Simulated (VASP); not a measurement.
# Bi (C2/m) in VASP: single point with PBEsol

Aim: the single point of Bi with PBEsol.

Program: VASP 6.6.1. These are calculated values, not measurements. Logs are shortened: lines on timing, memory, paths and dates and some standing lists are left out, and cuts for length are marked.

## Step 1: The cell of the first run

Symmetry: C2/m, No. 12, monoclinic system. The conventional cell has a = 7.874 Å, b = 4.546 Å, c = 4.746 Å, α = 90.00°, β = 123.58°, γ = 90.00°. Bi (site symmetry m) has 5 Bi at 2.76 to 3.41 Å within 3.6 Å.

## Step 2: Single point, PBEsol (one atom moved)

The input, INCAR:

```
PREC = Accurate ; ENCUT = 520
EDIFF = 1E-6 ; ISMEAR = 0
SIGMA = 0.1 ; LREAL = False
LASPH = True ; NELM = 100
ALGO = Normal ; ISIF = 2
LWAVE = False ; LCHARG = True
GGA = PS ; LELF = True
LVHAR = True ; NBANDS = 22
```

The input, KPOINTS:

```
regular mesh
0
Gamma
  12 12 12
```

The input, POSCAR:

```
Bi
1.0
    2.2729996784      1.3123169762      3.9540000000
   -2.2729996784      1.3123169762      3.9540000000
    0.0000000000     -2.6246339523      3.9540000000
Bi
2
Direct
    0.2338900000      0.2338900000      0.2338900000
    0.8137356889      0.8137356889      0.6708586223
```

Potentials or basis: VASP PAW PBE potentials, release 64 (Bi_d).

On the command line:

```bash
$ cat potpaw_PBE.64/Bi_d/POTCAR > POTCAR
$ mpirun -np 1 vasp_std > vasp.out
```

OUTCAR:

```text
PREC = Accurate
   ENCUT = 520
   EDIFF = 1E-6
   ISMEAR = 0
   LREAL = False
   LASPH = True
   NELM = 100
   ISIF = 2
   GGA = PS

 ion  position               nearest neighbor table
   1  0.234  0.234  0.234-   2 2.76   2 3.25   2 3.25   2 3.41   2 3.41   2 3.82
   2  0.814  0.814  0.671-   1 2.76   1 3.25   1 3.25   1 3.41   1 3.41   1 3.82

  LATTYP: Found a trigonal (rhomboedric) cell.
 ALAT       =     4.7458212550
 COS(alpha) =     0.5412184017

  Lattice vectors:

 A1 = (   2.2729996784,   1.3123169762,   3.9540000000)
 A2 = (  -2.2729996784,   1.3123169762,   3.9540000000)
 A3 = (   0.0000000000,  -2.6246339523,   3.9540000000)

Analysis of symmetry for initial positions (statically):
=====================================================================
 Subroutine PRICEL returns:
 Original cell was already a primitive cell.

 Routine SETGRP: Setting up the symmetry group for a
 trigonal (rhombohedral) supercell.

 Subroutine GETGRP returns: Found  4 space group operations
 (whereof  2 operations were pure point group operations)
 out of a pool of 12 trial point group operations.

The static configuration has the point symmetry C_1h.
 The point group associated with its full space group is C_2h.

Analysis of symmetry for dynamics (positions and initial velocities):
=====================================================================
 Subroutine PRICEL returns:
 Original cell was already a primitive cell.

 Routine SETGRP: Setting up the symmetry group for a
 trigonal (rhombohedral) supercell.

 Subroutine GETGRP returns: Found  4 space group operations
 (whereof  2 operations were pure point group operations)
 out of a pool of 12 trial point group operations.

The dynamic configuration has the point symmetry C_1h.
 The point group associated with its full space group is C_2h.

 Subroutine INISYM returns: Found  4 space group operations
 (whereof  2 operations are pure point group operations),
 and found     1 'primitive' translations

----------------------------------------------------------------------------------------

                                     Primitive cell

  volume of cell :      70.7662

  direct lattice vectors                    reciprocal lattice vectors
     2.272999678  1.312316976  3.954000000     0.219973634  0.127001837  0.084302816
    -2.272999678  1.312316976  3.954000000    -0.219973634  0.127001837  0.084302816
     0.000000000 -2.624633952  3.954000000     0.000000000 -0.254003674  0.084302816

  length of vectors
     4.745821255  4.745821255  4.745821255     0.267628158  0.267628158  0.267628158

  position of ions in fractional coordinates (direct lattice)
     0.233890000  0.233890000  0.233890000
     0.813735689  0.813735689  0.670858622

  ion indices of the primitive-cell ions
   primitive index   ion index
                 1           1
                 2           2

----------------------------------------------------------------------------------------

 KPOINTS: regular mesh

Automatic generation of k-mesh.
 Grid dimensions read from file:
 generate k-points for:   12   12   12

 Generating k-lattice:

  Cartesian coordinates                     Fractional coordinates (reciprocal lattice)
     0.018331136  0.010583486  0.007025235     0.083333333  0.000000000  0.000000000
    -0.018331136  0.010583486  0.007025235     0.000000000  0.083333333  0.000000000
     0.000000000 -0.021166973  0.007025235     0.000000000  0.000000000  0.083333333

  Length of vectors
     0.022302347  0.022302347  0.022302347

  Shift w.r.t. Gamma in fractional coordinates (k-lattice)
     0.000000000  0.000000000  0.000000000

 Subroutine IBZKPT returns following result:
 ===========================================

 Found    476 irreducible k-points:

 Following reciprocal coordinates:
            Coordinates               Weight
  0.000000  0.000000  0.000000      1.000000
  0.083333 -0.000000  0.000000      4.000000
  0.000000  0.000000  0.083333      2.000000
  0.166667  0.000000 -0.000000      4.000000
  0.000000  0.000000  0.166667      2.000000
  0.250000 -0.000000 -0.000000      4.000000
[... 16 lines left out ...]
 -0.333333  0.000000 -0.083333      4.000000
  0.083333  0.000000  0.333333      4.000000
 [... further k-points ...]
   k-points           NKPTS =    476   k-points in BZ     NKDIM =    476   number of bands    NBANDS=     22
   number of dos      NEDOS =    301   number of ions     NIONS =      2
   total plane-waves  NPLWV =  46656
   dimension x,y,z NGX =    36 NGY =   36 NGZ =   36
   dimension x,y,z NGXF=    72 NGYF=   72 NGZF=   72
   ions per type =               2
   NGX,Y,Z   is equivalent  to a cutoff of  12.61, 12.61, 12.61 a.u.
   NGXF,Y,Z  is equivalent  to a cutoff of  25.22, 25.22, 25.22 a.u.
 SYSTEM =  unknown system
   PREC   = accura    normal or accurate (medium, high low for compatibility)
   ISTART =      0    job   : 0-new  1-cont  2-samecut
   ICHARG =      2    charge: 1-file 2-atom 10-const
   ISPIN  =      1    spin polarized calculation?
   LNONCOLLINEAR =      F non collinear calculations
   LSORBIT =      F    spin-orbit coupling
   LASPH  =      T    aspherical Exc in radial PAW
   ENCUT  =  520.0 eV  38.22 Ry    6.18 a.u.   8.82  8.82  8.82*2*pi/ulx,y,z
   NELM   =    100;   NELMIN=  2; NELMDL= -5     # of ELM steps
   EDIFF  = 0.1E-05   stopping-criterion for ELM
   LREAL  =      F    real-space projection
   EDIFFG = 0.1E-04   stopping-criterion for IOM
   NSW    =      0    number of steps for IOM
   IBRION =     -1    ionic relax: 0-MD 1-quasi-New 2-CG
   NFREE  =      0    steps in history (QN), initial steepest desc. (CG)
   ISIF   =      2    stress and relaxation
   ISYM   =      2    0-nonsym 1-usesym 2-fastsym
   POTIM  = 0.5000    time-step for ionic-motion
   TEBEG  =    0.0;   TEEND  =   0.0 temperature during run
   PSTRESS=    0.0 pullay stress
   NELECT =      30.0000    total number of electrons
   NUPDOWN=      -1.0000    fix difference up-down
   EMIN   =  10.00;   EMAX   =-10.00  energy-range for DOS
   EFERMI =   0.00;   METHOD = LEGACY
   ISMEAR =     0;   SIGMA  =   0.10  broadening in eV -4-tet -1-fermi 0-gaus
   EFERMI_NEDOS =   21; number of points for ismear=-14 and -15
   IALGO  =     38    algorithm
   IMIX   =      4    mixing-type and parameters
     AMIX     =   0.40;   BMIX     =  1.00
     AMIX_MAG =   1.60;   BMIX_MAG =  1.00
  volume/ion in A,a.u.               =      35.38       238.78
  Fermi-wavevector in a.u.,A,eV,Ry     =   1.229815  2.324014 20.578074  1.512446
  Thomas-Fermi vector in A             =   2.364688
   LORBIT       =      0    0 simple, 1 ext, 2 COOP (PROOUT), +10 PAW based schemes
   GGA     = PS    functional components
   LHFCALC =     F    Hartree Fock is set to
   AEXX    =    0.0000 exact exchange contribution
   IVDW    =     0    specifies the selected vdW correction
   LEPSILON=     F    determine dielectric tensor
   LRPA    =     F    only Hartree local field effects (RPA)
 non-spin polarized calculation
 Gauss-broadening in eV      SIGMA  =   0.10
  energy-cutoff  :      520.00
  volume of cell :       70.77
 maximum number of plane-waves:      1941
   NGX = 17   NGY = 17   NGZ = 17

 number of electron      30.0000004 magnetization

 Free energy of the ion-electron system (eV)
  ---------------------------------------------------
  ext. energy  EPLUGINS =         0.00000000
  ---------------------------------------------------
  free energy    TOTEN  =        -8.37455600 eV

  energy without entropy =       -8.37318819  energy(sigma->0) =       -8.37387210

 E-fermi :   6.2511     XC(G=0):  -9.6516

 val. band max:        6.2347924846   @ k =  -0.2500  -0.1667  -0.2500
 cond. band min:       6.2542068252   @ k =  -0.2500  -0.0833  -0.1667
 fundamental gap:      0.0194143406
 Fermi energy:         6.2511400150

 k-point     1 :       0.0000    0.0000    0.0000
  band No.  band energies     occupation
      1     -16.9386      2.00000
      2     -16.7066      2.00000
      3     -16.6645      2.00000
      4     -16.6586      2.00000
      5     -16.5760      2.00000
      6     -16.4564      2.00000
[... 14 lines left out ...]
     21      12.0937      0.00000
     22      12.3668      0.00000

 k-point     2 :       0.0833   -0.0000    0.0000
  band No.  band energies     occupation
      1     -16.9346      2.00000
      2     -16.7036      2.00000
      3     -16.6597      2.00000
      4     -16.6563      2.00000
      5     -16.5738      2.00000
      6     -16.4580      2.00000
[... 14 lines left out ...]
     21      12.0570      0.00000
     22      12.6482      0.00000

 k-point     3 :       0.0000    0.0000    0.0833
  band No.  band energies     occupation
      1     -16.9341      2.00000
      2     -16.7033      2.00000
      3     -16.6616      2.00000
      4     -16.6532      2.00000
      5     -16.5745      2.00000
      6     -16.4577      2.00000
[... 14 lines left out ...]
     21      12.3031      0.00000
     22      12.7069      0.00000

 k-point     4 :       0.1667    0.0000   -0.0000
  band No.  band energies     occupation
      1     -16.9233      2.00000
      2     -16.6946      2.00000
      3     -16.6526      2.00000
      4     -16.6434      2.00000
      5     -16.5674      2.00000
      6     -16.4627      2.00000
[... 14 lines left out ...]
     21      12.2305      0.00000
     22      13.8630      0.00000

 k-point     5 :       0.0000    0.0000    0.1667
  band No.  band energies     occupation
      1     -16.9211      2.00000
      2     -16.6935      2.00000
      3     -16.6537      2.00000
      4     -16.6378      2.00000
      5     -16.5701      2.00000
      6     -16.4614      2.00000
[... 14 lines left out ...]
     21      12.3974      0.00000
     22      13.9884      0.00000

 k-point     6 :       0.2500   -0.0000   -0.0000
  band No.  band energies     occupation
      1     -16.9069      2.00000
      2     -16.6800      2.00000
      3     -16.6456      2.00000
      4     -16.6218      2.00000
      5     -16.5574      2.00000
      6     -16.4706      2.00000
[... 14 lines left out ...]
     21      12.7685      0.00000
     22      15.3301      0.00000

 k-point     7 :       0.0000    0.0000    0.2500
  band No.  band energies     occupation
      1     -16.9022      2.00000
      2     -16.6776      2.00000
      3     -16.6431      2.00000
      4     -16.6151      2.00000
      5     -16.5636      2.00000
      6     -16.4672      2.00000
[... 324 lines left out ...]
      6     -16.4748      2.00000
[... 14 lines left out ...]
     21      13.0122      0.00000
     22      14.4377      0.00000

 k-point    21 :       0.0833    0.0000    0.2500
  band No.  band energies     occupation
      1     -16.9141      2.00000
      2     -16.6783      2.00000
      3     -16.6516      2.00000
      4     -16.6149      2.00000
      5     -16.5581      2.00000
      6     -16.4715      2.00000
[... 14 lines left out ...]
     21      12.7880      0.00000
     22      14.5178      0.00000

 k-point    22 :       0.3333    0.0833    0.0000
  band No.  band energies     occupation
      1     -16.8821      2.00000
      2     -16.6679      2.00000
      3     -16.6379      2.00000
      4     -16.6143      2.00000
      5     -16.5643      2.00000
      6     -16.4649      2.00000
[... 14 lines left out ...]
     21      13.5845      0.00000
     22      15.9152      0.00000

 k-point    23 :      -0.3333    0.0000   -0.0833
  band No.  band energies     occupation
      1     -16.9013      2.00000
      2     -16.6668      2.00000
      3     -16.6408      2.00000
      4     -16.6003      2.00000
      5     -16.5395      2.00000
      6     -16.4859      2.00000
[... 14 lines left out ...]
     21      13.8066      0.00000
     22      15.7407      0.00000

 k-point    24 :       0.0833    0.0000    0.3333
  band No.  band energies     occupation
      1     -16.8947      2.00000
      2     -16.6614      2.00000
      3     -16.6395      2.00000
      4     -16.5883      2.00000
      5     -16.5507      2.00000
      6     -16.4782      2.00000
[... 14 lines left out ...]
     21      13.5221      0.00000
     22      15.8002      0.00000

 [... further k-points ...]
[... 5 lines left out ...]
  --------------------------------------------------------------------------------------
  -------------------------------------------------------------------------------------
  Total       -0.9550866      2.6073651      0.3825384      0.0000000      2.7082609      0.0000000
  in kB      -21.6235647     59.0318500      8.6608312      0.0000000     61.3161742      0.0000000
  external PRESSURE =      15.3563722 kB  Pullay stress =       0.0000000 kB

 VOLUME and BASIS-vectors are now :
 -----------------------------------------------------------------------------
  energy-cutoff  :      520.00
  volume of cell :       70.77
      direct lattice vectors                 reciprocal lattice vectors
     2.272999678  1.312316976  3.954000000     0.219973634  0.127001837  0.084302816
    -2.272999678  1.312316976  3.954000000    -0.219973634  0.127001837  0.084302816
     0.000000000 -2.624633952  3.954000000     0.000000000 -0.254003674  0.084302816

 POSITION                                       TOTAL-FORCE (eV/Angst)
 -----------------------------------------------------------------------------------
      0.00000      0.00000      2.77440         0.000000      1.433864      0.978516
      0.00000      0.37500      9.08760         0.000000     -1.433864     -0.978516
 -----------------------------------------------------------------------------------
    total drift:                                0.000000     -0.000019     -0.000021

  FREE ENERGIE OF THE ION-ELECTRON SYSTEM (eV)
  ---------------------------------------------------
  free  energy   TOTEN  =        -8.3745560014 eV

  energy  without entropy=       -8.3731881890  energy(sigma->0) =       -8.37387210
```

It took 6.3 min on 1 thread of Intel Xeon Platinum 8488C (Sapphire Rapids), shared host; peak memory 0.64 GiB.

What came out:

```
Free energy            : -8.3746 eV
Pressure               : 1.5 GPa
Largest force          : 1.736 eV/Å
Band gap on the k mesh : zero (band 15 reaches 6.25 eV, above the bottom of band 16 at 6.18 eV)
```

Forces in eV/Å, atoms in the order of the input:
```
Bi   0.000  1.434  0.979
Bi   0.000 -1.434 -0.979
```

Caveat: the cell differs from its parent crystal (one atom moved); the PAW data sets were made with another functional, which shifts forces and pressure a little; spin-orbit coupling is left out, which moves the levels of the heavy elements.
